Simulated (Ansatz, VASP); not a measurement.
Zn5S4 in VASP and in Ansatz

File INCAR:

```
SYSTEM = Zn5S4
PREC = Accurate
ENCUT = 520
EDIFF = 1E-6
ISMEAR = 0
SIGMA = 0.05
LREAL = .FALSE.
LASPH = .TRUE.
NELM = 80
ALGO = Normal
ISIF = 2
LWAVE = .FALSE.
LCHARG = .TRUE.
LDIPOL = .TRUE.
IDIPOL = 3
DIPOL = 0.5 0.5 0.500
GGA = PE
LELF = .TRUE.
LVHAR = .TRUE.
LVACPOTAV = .TRUE.
NBANDS = 52
```

The input KPOINTS:

```
regular mesh
0
G
  7 7 1
  0 0 0
```

POSCAR

```
Zn5S4
1.0
    3.8488726992      0.0000000000      0.0000000000
    0.0000000000      3.8488726992      0.0000000000
    0.0000000000      0.0000000000     25.8862559420
Zn S
5 4
Direct
    0.5000000000      0.5000000000      0.2897290368
    0.0000000000      0.0000000000      0.3948645184
    0.5000000000      0.5000000000      0.5000000000
    0.0000000000      0.0000000000      0.6051354816
    0.5000000000      0.5000000000      0.7102709632
    0.5000000000      0.0000000000      0.3422967776
    0.0000000000      0.5000000000      0.4474322592
    0.5000000000      0.0000000000      0.5525677408
    0.0000000000      0.5000000000      0.6577032224
```

Input for Ansatz:

```yaml
crystal:
  lattice:
    - [3.8488726992, 0.0, 0.0]
    - [0.0, 3.8488726992, 0.0]
    - [0.0, 0.0, 25.886255942]
  atoms:
    - { symbol: Zn, position: [0.5, 0.5, 0.2897290368] }
    - { symbol: S, position: [0.5, 0.0, 0.3422967776] }
    - { symbol: Zn, position: [0.0, 0.0, 0.3948645184] }
    - { symbol: S, position: [0.0, 0.5, 0.4474322592] }
    - { symbol: Zn, position: [0.5, 0.5, 0.5] }
    - { symbol: S, position: [0.5, 0.0, 0.5525677408] }
    - { symbol: Zn, position: [0.0, 0.0, 0.6051354816] }
    - { symbol: S, position: [0.0, 0.5, 0.6577032224] }
    - { symbol: Zn, position: [0.5, 0.5, 0.7102709632] }
basis:
  ecutwfc: 420
kpoints:
  mp_grid: { grid: [7, 7, 1] }
hamiltonian:
  xc: pbe
scf:
  occupations: { method: gaussian, width: 0.05 }
output:
  forces: true
  stress: true
  eigenvalues: true
efield:
  axis: 3
  dipole_correction: true
  ramp_width: 0.04
```

Alike in both runs: task single point; functional PBE; k mesh 7 × 7 × 1; occupations gaussian, width 0.05 eV; no spin polarisation.

|  | VASP | Ansatz |
| --- | --- | --- |
| version | VASP 6.6.1 | Ansatz 0.2.0 |
| potentials or method | VASP PAW PBE potentials, release 64 (Zn, S), cutoff 520 eV | scalar-relativistic, plane waves, PAW |
| valence electrons in the cell | 84 | 84 |

|  | VASP | Ansatz | Ansatz less VASP |
| --- | --- | --- | --- |
| gap on the k mesh at the Fermi level (eV) | none | none | - |
| rms of the force components (eV/Å) | 0.085 | 0.080 | -0.0059 |
| work function, face that differs most (eV) | 4.47 | 4.47 | +0.002 |

A gap of «none» marks a metal or a gap that the smearing closes.
